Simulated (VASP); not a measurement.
W: single point with revPBE

Crystal: W.

```
CELL_PARAMETERS angstrom
2.64658 0.00000 0.00000
0.00000 2.64658 0.00000
0.00000 0.00000 2.64658
ATOMIC_POSITIONS crystal
W 0.00000 0.00000 0.00000
```

* Program: VASP 6.6.1
* Task: single point
* Functional: revPBE
* Potentials or basis: VASP PAW PBE potentials, release 64 (W_sv)
* Cutoff: 520 eV
* k mesh: 13 × 13 × 13
* Occupations: fermi-dirac, width 0.1 eV
* Spin: no spin polarisation

```json
{"Pressure": "-0.1 GPa", "Band gap on the k mesh": "zero (band 7 reaches 11.11 eV, above the bottom of band 8 at 8.58 eV)"}
```

Levels at points of the mesh, in eV from the Fermi level:
```
           k point  band 3  band 4  band 5  band 6  band 7  band 8  band 9  band 10  band 11  band 12
(0.00, 0.00, 0.00)  -37.81  -37.81   -8.55   -4.31   -4.31    4.58    4.58     4.58    14.50    14.50
```

It took 16 s on 1 thread of Intel Xeon 8259CL, on a shared host, peak memory 0.14 GiB.

Caveat: the PAW data sets were made with another functional, which shifts forces and pressure a little; spin-orbit coupling is left out, which moves the levels of the heavy elements.
